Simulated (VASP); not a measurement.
Here is a VASP 6.6.1 calculation.

The input INCAR:

```
SYSTEM = MgS
ALGO = Normal ; EDIFF = 1E-8
ENCUT = 520 ; GGA = PE
ISIF = 2 ; ISMEAR = -1
LASPH = .True. ; LCHARG = .False.
LEFG = .True. ; LREAL = .False.
LWAVE = .False. ; NBANDS = 11
NELM = 100 ; PREC = Accurate
SIGMA = 0.01
```

KPOINTS

```
k-points
0
Gamma
  8 8 8
  0 0 0
```

POSCAR

```
MgS
1.0
    0.0000000000      2.6016500000      2.5756335000
    2.6016500000      0.0000000000      2.5756335000
    2.6016500000      2.6016500000      0.0000000000
Mg S
1 1
Direct
    0.0000000000      0.0000000000      0.0000000000
    0.5000000000      0.5000000000      0.5000000000
```

Potentials or basis: VASP PAW PBE potentials, release 64 (Mg, S).

Launch:

```bash
$ cat potpaw_PBE.64/Mg/POTCAR potpaw_PBE.64/S/POTCAR > POTCAR
$ mpirun -np 1 vasp_std > vasp.out
```

Question: Estimate the band gap on the k mesh.

Answer: 2.75 eV, indirect (least direct gap 3.78 eV).

Question: Predict the pressure.

Answer: 1.7 GPa.

Stress tensor (GPa, compression positive):
```
1.31 0.00 0.00
0.00 1.31 0.00
0.00 0.00 2.44
```

Caveat: the cell differs from its parent crystal (zz strain of -1 %); without QUAD_EFG the Cq values of the log hold for a quadrupole moment of 1 mb, not for the nuclei. A k mesh can miss the band edges.
